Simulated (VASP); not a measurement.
Set up this calculation in VASP 6.6.1, as the native input.

```
Task                   : single point
Functional             : PBE
Potentials or basis    : VASP PAW PBE potentials, release 64 (C)
Cutoff                 : 520 eV
k mesh                 : 12 × 12 × 12
Occupations            : gaussian, width 0.05 eV
Spin                   : no spin polarisation
Dipole correction      : no
Further INCAR settings : ALGO = Normal; EDIFF = 1e-07; NBANDS = 11
```

The structure of C lies in POSCAR:

```
C
1.0
    0.0000000000      1.8861771373      1.7545219731
    1.8861771373      0.0000000000      1.7545219731
    1.8861771373      1.8861771373      0.0000000000
C
2
Direct
    0.5000000000      0.5000000000      0.5000000000
    0.7500000000      0.7500000000      0.7500000000
```

This cell differs from its parent crystal: volume 6.242 Å^3 an atom, c/a of the conventional cell 0.9302.

The input as run:

INCAR

```
SYSTEM = C
  PREC = Accurate
  ENCUT = 520
  EDIFF = 1E-7
  ISMEAR = 0
  SIGMA = 0.05
  LREAL = .False.
  LASPH = .True.
  NELM = 80
  ALGO = Normal
  ISIF = 2
  LWAVE = .False.
  LCHARG = .True.
  GGA = PE
  LELF = .True.
  LVHAR = .True.
  NBANDS = 11
```

KPOINTS

```
Automatic mesh
0
Gamma
  12 12 12
  0 0 0
```

Potentials or basis: VASP PAW PBE potentials, release 64 (C).

Command:

```bash
$ cat potpaw_PBE.64/C/POTCAR > POTCAR
$ mpirun -np 1 vasp_std > vasp.out
```

Results of the run:

```
Pressure               : -32.9 GPa
Band gap on the k mesh : 2.28 eV, indirect (least direct gap 4.18 eV)
```

It took 12 s on 1 thread of Intel(R) Xeon(R) Platinum 8488C (Sapphire Rapids) (shared host), peak memory 0.12 GiB.
